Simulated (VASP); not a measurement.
A run of VASP 6.6.1 is set up as follows.

Contents of INCAR:

```
SYSTEM = Ge2Bi2O
  ALGO = Normal
  EDIFF = 1E-7
  ENCUT = 520
  GGA = PE
  ISIF = 2
  ISMEAR = 0
  LASPH = .True.
  LCHARG = .False.
  LREAL = .False.
  LWAVE = .False.
  NBANDS = 40
  NELM = 80
  PREC = Accurate
  SIGMA = 0.15
```

Contents of KPOINTS:

```
k-points
0
Gamma
  3 3 3
  0 0 0
```

The input POSCAR:

```
Ge2Bi2O
1.0
    2.2140732503     -6.2872972016      0.0000000000
    2.2140732503      6.2872972016      0.0000000000
    0.0000000000      0.0000000000      4.3019009108
Ge Bi O
2 2 1
Direct
    0.1449309016      0.8550690984      0.0000000000
    0.8550690984      0.1449309016      0.0000000000
    0.3713210019      0.6286789981      0.5000000000
    0.6286789981      0.3713210019      0.5000000000
    0.0000000000      0.0000000000      0.0000000000
```

Potentials or basis: VASP PAW PBE potentials, release 64 (Ge_d, Bi_d, O).

Run with:

```bash
$ cat potpaw_PBE.64/Ge_d/POTCAR potpaw_PBE.64/Bi_d/POTCAR potpaw_PBE.64/O/POTCAR > POTCAR
$ mpirun -np 1 vasp_std > vasp.out
```

Question: What does it give for the band gap on the k mesh?

Answer: Zero (bands 32 and 33 overlap by 0.80 eV).

Question: Predict the largest force.

Answer: 0.033 eV/Å.

Question: Predict the pressure.

Answer: 0.3 GPa.

Forces on the atoms (eV/Å):
```
Ge   0.000  0.033  0.000
Ge   0.000 -0.033  0.000
Bi   0.000 -0.003  0.000
Bi   0.000  0.003  0.000
O    0.000  0.000  0.000
```

Caveat: the k points lie up to 0.50 Å⁻¹ apart, too coarse for converged energies and pressures of a metal; spin-orbit coupling is left out, which moves the levels of the heavy elements.
